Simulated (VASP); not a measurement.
Wanted: the native input for a VASP 6.6.1 run.

- Task: single point
- Functional: PBE
- Potentials or basis: VASP PAW PBE potentials, release 64 (Al)
- Cutoff: 520 eV
- k mesh: 18 × 18 × 18
- Occupations: fermi-dirac, width 0.1 eV
- Spin: no spin polarisation
- Dipole correction: no
- Further INCAR settings: ALGO = Normal; EDIFF = 1e-06; NBANDS = 8

The structure of Al lies in POSCAR:

```
Al
1.0
   -1.3492228380      1.3492228380      1.3492228380
    1.3492228380     -1.3492228380      1.3492228380
    1.3492228380      1.3492228380     -1.3492228380
Al
1
Direct
    0.0000000000      0.0000000000      0.0000000000
```

This cell differs from its parent crystal: volume scaled by 0.58.

One way to write it, as run:

INCAR

```
SYSTEM = Al
PREC = Accurate
ENCUT = 520
EDIFF = 1E-6
ISMEAR = -1
SIGMA = 0.1
LREAL = .FALSE.
LASPH = .TRUE.
NELM = 100
ALGO = Normal
ISIF = 2
LWAVE = .FALSE.
LCHARG = .TRUE.
GGA = PE
LELF = .TRUE.
LVHAR = .TRUE.
NBANDS = 8
```

KPOINTS

```
Automatic mesh
0
G
  18 18 18
  0 0 0
```

Potentials or basis: VASP PAW PBE potentials, release 64 (Al).

Command:

```sh
$ cat potpaw_PBE.64/Al/POTCAR > POTCAR
$ mpirun -np 1 vasp_std > vasp.out
```

It gave:

```
Pressure : 118.1 GPa
```

Run time: 8.2 s on 1 thread of Intel(R) Xeon(R) Platinum 8488C (Sapphire Rapids), with other jobs on the host, peak memory 0.12 GiB.
